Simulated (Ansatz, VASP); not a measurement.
**Al6O in VASP and in Ansatz**

The input INCAR:

```
PREC = Accurate
ENCUT = 600
EDIFF = 1E-6
ISMEAR = 0
SIGMA = 0.2
LREAL = F
LASPH = T
NELM = 80
ALGO = Normal
ISIF = 3
LWAVE = F
LCHARG = F
GGA = PE
IBRION = 2
NSW = 36
EDIFFG = -0.08
```

KPOINTS

```
Automatic mesh
0
Gamma
  6 6 2
```

POSCAR

```
Al6O
1.0
    2.8600000000      0.0000000000      0.0000000000
   -1.4300000000      2.4768326500      0.0000000000
    0.0000000000      0.0000000000     13.8000000000
Al O
6 1
Direct
    0.6666666700      0.3333333300      0.4160000000
    0.3333333300      0.6666666700      0.5840000000
    0.6666666700      0.3333333300      0.9230000000
    0.3333333300      0.6666666700      0.0770000000
    0.0000000000      0.0000000000      0.2460000000
    0.0000000000      0.0000000000      0.7540000000
    0.0000000000      0.0000000000      0.0000000000
```

Input for Ansatz:

```yaml
crystal:
  lattice:
    - [2.86, 0.0, 0.0]
    - [-1.43, 2.47683265, 0.0]
    - [0.0, 0.0, 13.8]
  atoms:
    - { symbol: Al, position: [0.66666667, 0.33333333, 0.416] }
    - { symbol: Al, position: [0.33333333, 0.66666667, 0.584] }
    - { symbol: Al, position: [0.66666667, 0.33333333, 0.923] }
    - { symbol: Al, position: [0.33333333, 0.66666667, 0.077] }
    - { symbol: Al, position: [0.0, 0.0, 0.246] }
    - { symbol: Al, position: [0.0, 0.0, 0.754] }
    - { symbol: O, position: [0.0, 0.0, 0.0] }
basis:
  ecutwfc: 420
kpoints:
  mp_grid: { grid: [6, 6, 2] }
hamiltonian:
  xc: pbe
scf:
  occupations: { method: gaussian, width: 0.2 }
  lower_state_search: "off"
output:
  forces: true
  stress: true
  eigenvalues: true
relax:
  adjacent_minimum: "off"
  f_tol: 0.08
  max_steps: 16
  cell: { stress_tol: 0.8 }
```

Alike in both runs: task relaxation of cell and atoms; functional PBE; k mesh 6 × 6 × 2; occupations gaussian, width 0.2 eV; no spin polarisation.

|  | VASP | Ansatz |
| --- | --- | --- |
| version | VASP 6.6.1 | Ansatz 0.2.0 |
| potentials or method | VASP PAW PBE potentials, release 64 (Al, O), cutoff 600 eV | scalar-relativistic, plane waves, PAW |
| valence electrons in the cell | 24 | 24 |

Ansatz gave:

* gap on the k mesh at the Fermi level, each at its own relaxed structure (eV): none
* relaxed volume (Å³/atom): 14.47
* relaxed length of the cell vector where the two differ most in proportion (Å): 14.581

Estimate VASP's values.

gap on the k mesh at the Fermi level, each at its own relaxed structure (eV): none; relaxed volume (Å³/atom): 14.50; relaxed length of the cell vector where the two differ most in proportion (Å): 14.592.

A gap of «none» marks a metal or a gap that the smearing closes.

The k mesh is coarse, so the values compare programs but aren't converged. Noted on VASP's run: too few bands were computed for a metal, which touches its energy and stress.
